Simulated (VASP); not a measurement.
A run of VASP 6.6.1 is set up as follows.

POSCAR

```
AlGaN2
1.0
    3.2169895805      0.0000000000      0.0000000000
    0.0000000000      3.2169895805      0.0000000000
    0.0000000000      0.0000000000      4.6434745640
Al Ga N
1 1 2
Direct
    0.5000000000      0.5000000000      0.5000000000
    0.0000000000      0.0000000000      0.0000000000
    0.5000000000      0.0000000000      0.7390831705
    0.0000000000      0.5000000000      0.2609168295
```

The input INCAR.step1:

```
SYSTEM = AlGaN2
ALGO     = Normal         ! electronic algorithm
EDIFF    = 1E-4           ! SCF threshold, eV
ENCUT    = 520            ! plane-wave cutoff, eV
GGA      = PE             ! functional
ISMEAR   = 0              ! smearing method
LASPH    = .True.         ! aspherical terms in the spheres
LCHARG   = .False.        ! write CHGCAR
LREAL    = .False.        ! projectors in reciprocal space
LWAVE    = .True.         ! write WAVECAR
NBANDS   = 21             ! bands
NELM     = 100            ! most SCF steps
PREC     = Accurate       ! precision mode
SIGMA    = 0.05           ! smearing width, eV
```

Contents of INCAR.step2:

```
SYSTEM = AlGaN2
ALGO     = Normal         ! electronic algorithm
EDIFF    = 1E-6           ! SCF threshold, eV
ENCUT    = 520            ! plane-wave cutoff, eV
ISIF     = 2              ! what is computed and relaxed
ISMEAR   = 0              ! smearing method
ISTART   = 1            
LASPH    = .True.         ! aspherical terms in the spheres
LCHARG   = .False.        ! write CHGCAR
LMIXTAU  = .True.       
LREAL    = .False.        ! projectors in reciprocal space
LWAVE    = .False.        ! write WAVECAR
METAGGA  = R2SCAN         ! meta-GGA
NBANDS   = 21             ! bands
NELM     = 100            ! most SCF steps
PREC     = Accurate       ! precision mode
SIGMA    = 0.05           ! smearing width, eV
```

File KPOINTS:

```
k-points
0
Gamma
  8 8 6
  0 0 0
```

Potentials or basis: VASP PAW PBE potentials, release 64 (Al, Ga_d, N).

Launch:

```bash
$ cat potpaw_PBE.64/Al/POTCAR potpaw_PBE.64/Ga_d/POTCAR potpaw_PBE.64/N/POTCAR > POTCAR
$ cp INCAR.step1 INCAR
$ mpirun -np 1 vasp_std > vasp.out
$ cp INCAR.step2 INCAR
$ mpirun -np 1 vasp_std > vasp.out
```

Question: What does it give for the pressure?

Answer: -16.1 GPa.

Question: Predict the band gap on the k mesh.

Answer: 2.60 eV.

Question: What does it give for the largest force?

Answer: 0.048 eV/Å.

Forces on the atoms (eV/Å):
```
Al   0.000  0.000  0.000
Ga   0.000  0.000  0.000
N    0.000  0.000 -0.048
N    0.000  0.000  0.048
```

Caveat: the cell differs from its parent crystal (strain +0.025 along x and y, +0.050 along z); the cell stands under tension; the PAW data sets were made with another functional, which shifts forces and pressure a little.
